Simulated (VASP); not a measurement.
The system is Pb.

```
Pb
1.0
     3.39135    0.00000    0.00000
    -1.69567    2.93699    0.00000
     0.00000    0.00000    3.16879
Pb
1
Direct
  0.00000 0.00000 0.00000
```

This isn't the form of Pb at room conditions, which is fcc.

```yaml
Program: VASP 6.6.1
Task: relaxation of cell and atoms
Functional: r2SCAN
Potentials_or_basis: VASP PAW PBE potentials, release 64 (Pb_d)
Cutoff: 600 eV
k_mesh: 18 × 18 × 18
Occupations: gaussian, width 0.1 eV
Spin: no spin polarisation
```

At the start: pressure 0.7 GPa; volume 31.56 Å³/atom.

Problem. Where does the relaxation end?

Solution. Over 10 steps the energy falls by 3.2 meV/atom and the volume is 32.06 Å³/atom (+1.6 %); space group P6/mmm (No. 191, to 0.1 Å) before and after.

Step by step:
| step | energy change (eV) | largest force (eV/Å) | pressure (GPa) | volume (Å³) |
| --- | --- | --- | --- | --- |
| 1 | 0.0000 | 0.0000 | 0.70 | 31.56 |
| 2 | -0.0032 | 0.0000 | -0.17 | 32.19 |
| 3 | -0.0032 | 0.0000 | -0.07 | 32.12 |
| 4 | -0.0032 | 0.0000 | -0.06 | 32.13 |
| 5 | -0.0032 | 0.0000 | -0.10 | 32.15 |
| 6 | -0.0032 | 0.0000 | -0.01 | 32.08 |
| 7 | -0.0032 | 0.0000 | -0.03 | 32.09 |
| 8 | -0.0032 | 0.0000 | -0.05 | 32.07 |
| 9 | -0.0032 | 0.0000 | 0.09 | 32.00 |
| 10 | -0.0032 | 0.0000 | 0.02 | 32.06 |

Final structure:
```
Pb
1.0
     3.38930    0.00000    0.00000
    -1.69465    2.93522    0.00000
     0.00000    0.00000    3.22217
Pb
1
Direct
  0.00000 0.00000 0.00000
```

Caveat: the PAW data sets were made with another functional, which shifts forces and pressure a little.
